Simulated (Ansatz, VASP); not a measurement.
## One calculation of MnO, two programs

INCAR

```
SYSTEM = MnO
ALGO = Normal ; EDIFF = 1E-6
ENCUT = 520 ; GGA = PS
ISIF = 2 ; ISMEAR = 0
ISPIN = 2 ; LASPH = .True.
LCHARG = .False. ; LDAU = .True.
LDAUJ = 0 0 ; LDAUL = 2 -1
LDAUPRINT = 1 ; LDAUTYPE = 2
LDAUU = 1.9 0 ; LMAXMIX = 4
LORBIT = 11 ; LREAL = .False.
LWAVE = .False. ; MAGMOM = 5 0
NBANDS = 20 ; NELM = 150
PREC = Accurate ; SIGMA = 0.05
```

The input KPOINTS:

```
k-points
0
Gamma
  12 12 12
  0 0 0
```

File POSCAR:

```
MnO
1.0
    0.0000000000      2.2220003343      2.2220003343
    2.2220003343      0.0000000000      2.2220003343
    2.2220003343      2.2220003343      0.0000000000
Mn O
1 1
Direct
    0.0000000000      0.0000000000      0.0000000000
    0.5000000000      0.5000000000      0.5000000000
```

Input for Ansatz:

```yaml
crystal:
  lattice:
    - [0.0, 2.2220003343, 2.2220003343]
    - [2.2220003343, 0.0, 2.2220003343]
    - [2.2220003343, 2.2220003343, 0.0]
  atoms:
    - { symbol: Mn, position: [0.0, 0.0, 0.0], spin: 5.0 }
    - { symbol: O, position: [0.5, 0.5, 0.5] }
basis:
  ecutwfc: 420
  ecutrho_ratio: 4
kpoints:
  mp_grid: { grid: [12, 12, 12] }
hamiltonian:
  xc: pbesol
  hubbard: { sites: [{ species: Mn, l: d, u_eff: 1.9 }] }
scf:
  occupations: { method: gaussian, width: 0.05 }
  lower_state_search: "off"
output:
  forces: true
  stress: true
  eigenvalues: true
  populations: true
  hubbard: { sites: [{ species: Mn, l: d }] }
magnetization:
  spin_polarized: true
checkpoint:
  read: start.run
  write: ck
  compress: false
  write_wavefunctions: false
  write_every: 100000
```

Alike in both runs: task single point; functional PBEsol; k mesh 12 × 12 × 12; occupations gaussian, width 0.05 eV; collinear spin; Hubbard terms Mn d U = 1.9 eV.

```csv
,VASP,Ansatz
version,VASP 6.6.1,Ansatz 0.2.0
potentials or method,"VASP PAW PBE potentials, release 64 (Mn_pv, O), cutoff 520 eV","scalar-relativistic, plane waves, PAW"
valence electrons in the cell,19,21
```

```csv
,VASP,Ansatz,Ansatz less VASP
gap on the k mesh at the Fermi level (eV),none,none,-
pressure (GPa),0.2,0.7,+0.46
net moment per atom (μB),2.50,2.50,0.000
size of the moment on the site where the two differ most (μB),4.55,4.22,-0.324
```

VASP's potentials were made for PBE, not for PBEsol. Site moments also hang on the region over which each program counts them. The programs project onto different local orbitals, so the same U acts differently, and such runs can settle in different states. A gap of «none» marks a metal or a gap that the smearing closes. VASP's potentials hold 19 valence electrons a cell and Ansatz's 21, so a difference there can come from the potentials and not from the codes. Ansatz's warnings: filled band counts differ across k points, stability check not made.
